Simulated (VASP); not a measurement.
A run of VASP 6.6.1 is set up as follows.

The input INCAR:

```
PREC     = Accurate       # precision mode
ENCUT    = 600            # plane-wave cutoff, eV
EDIFF    = 1E-6           # SCF threshold, eV
ISMEAR   = 0              # smearing method
SIGMA    = 0.01           # smearing width, eV
LREAL    = F              # projectors in reciprocal space
LASPH    = T              # aspherical terms in the spheres
NELM     = 120            # most SCF steps
ALGO     = Normal         # electronic algorithm
ISIF     = 2              # what is computed and relaxed
LWAVE    = F              # write WAVECAR
LCHARG   = F              # write CHGCAR
GGA      = CA             # functional
NBANDS   = 16             # bands
GGA_COMPAT= F
```

The input KPOINTS:

```
Automatic mesh
0
Gamma
  8 8 3
```

POSCAR

```
BN
1.0
    2.4982400000      0.0000000000      0.0000000000
   -1.2491200000      2.1635393048      0.0000000000
    0.0000000000      0.0000000000      6.6357000000
B N
2 2
Direct
    0.3333333333      0.6666666667      0.2500000000
    0.6666666667      0.3333333333      0.7500000000
    0.3333333333      0.6666666667      0.7500000000
    0.6666666667      0.3333333333      0.2500000000
```

Potentials or basis: VASP PAW LDA potentials, release 64 (B, N).

The run is started by

```console
$ cat potpaw_LDA.64/B/POTCAR potpaw_LDA.64/N/POTCAR > POTCAR
$ mpirun -np 1 vasp_std > vasp.out
```

Question: Estimate the pressure.

Answer: -2.7 GPa.

Question: Predict the band gap on the k mesh.

Answer: 4.07 eV (least direct gap 4.52 eV).

Stress tensor (GPa, compression positive):
```
-3.59  0.00  0.00
 0.00 -3.59  0.00
 0.00  0.00 -0.81
```

Caveat: an odd mesh through Γ misses points on the zone boundary, where band edges can lie. As with any semilocal functional, this LDA gap is likely too small.
